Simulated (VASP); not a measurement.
Wanted: the native input for a VASP 6.6.1 run.

- Task: electric field gradients
- Functional: LDA
- Potentials or basis: VASP PAW LDA potentials, release 64 (Sr_sv, Cd)
- Cutoff: 520 eV
- k mesh: 10 × 10 × 10
- Occupations: fermi-dirac, width 0.08 eV
- Spin: no spin polarisation
- Dipole correction: no
- Further INCAR settings: ALGO = Normal; EDIFF = 1e-08; NBANDS = 18

The structure of SrCd lies in POSCAR:

```
SrCd
1.0
    3.9212831932      0.0000000000      0.0000000000
    0.0000000000      3.9212831932      0.0000000000
    0.0000000000      0.0000000000      3.9212831932
Sr Cd
1 1
Direct
    0.5000000000      0.5000000000      0.5000000000
    0.0000000000      0.0000000000      0.0000000000
```

The input as run:

INCAR

```
PREC = Accurate
ENCUT = 520
EDIFF = 1E-8
ISMEAR = -1
SIGMA = 0.08
LREAL = False
LASPH = True
NELM = 100
ALGO = Normal
ISIF = 2
LWAVE = False
LCHARG = False
LEFG = True
NBANDS = 18
```

KPOINTS

```
regular mesh
0
Gamma
  10 10 10
```

Potentials or basis: VASP PAW LDA potentials, release 64 (Sr_sv, Cd).

The run is started by

```sh
$ cat potpaw_LDA.64/Sr_sv/POTCAR potpaw_LDA.64/Cd/POTCAR > POTCAR
$ mpirun -np 1 vasp_std > vasp.out
```

It gave:

The pressure is -0.3 GPa and the band gap on the k mesh is zero (bands 11 and 12 overlap by 2.23 eV). The largest electric field gradient by atom is under 0.05 V/Å² on every atom.

It took 41 s on 1 thread of Oxide Virtual Turin-like Processor, with other jobs on the host, peak memory 0.16 GiB.
